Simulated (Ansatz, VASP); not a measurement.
**AlAs: VASP beside Ansatz**

```xyz
2
Lattice="0.0000 2.8145 2.8145 2.8145 0.0000 2.8145 2.8145 2.8145 0.0000" Properties=species:S:1:pos:R:3 pbc="T T T"
Al    0.0000    0.0000    0.0000
As    1.4073    1.4073    1.4073
```

Alike in both runs: functional LDA; k mesh 8 × 8 × 8; occupations gaussian, width 0.02 eV; no spin polarisation.

Ansatz relaxed the structure, and its values are those at the end. VASP's run is a single point on that final structure, the one shown.

|  | VASP | Ansatz |
| --- | --- | --- |
| version | VASP 6.6.1 | Ansatz 0.2.0 |
| potentials or method | VASP PAW LDA potentials, release 64 (Al, As), cutoff 500 eV | scalar-relativistic, plane waves, PAW |
| valence electrons in the cell | 8 | 18 |

|  | VASP | Ansatz | Ansatz less VASP |
| --- | --- | --- | --- |
| gap on the k mesh at the Fermi level (eV) | 1.31 | 1.32 | +0.013 |
| least direct gap on the mesh (eV) | 2.02 | 1.98 | -0.035 |
| pressure (GPa) | 0.4 | 0.0 | -0.35 |

LDA's correlation is that of Perdew and Zunger in VASP and of Perdew and Wang (1992) in Ansatz. VASP's potentials hold 8 valence electrons a cell and Ansatz's 18, so a difference there can come from the potentials and not from the codes.
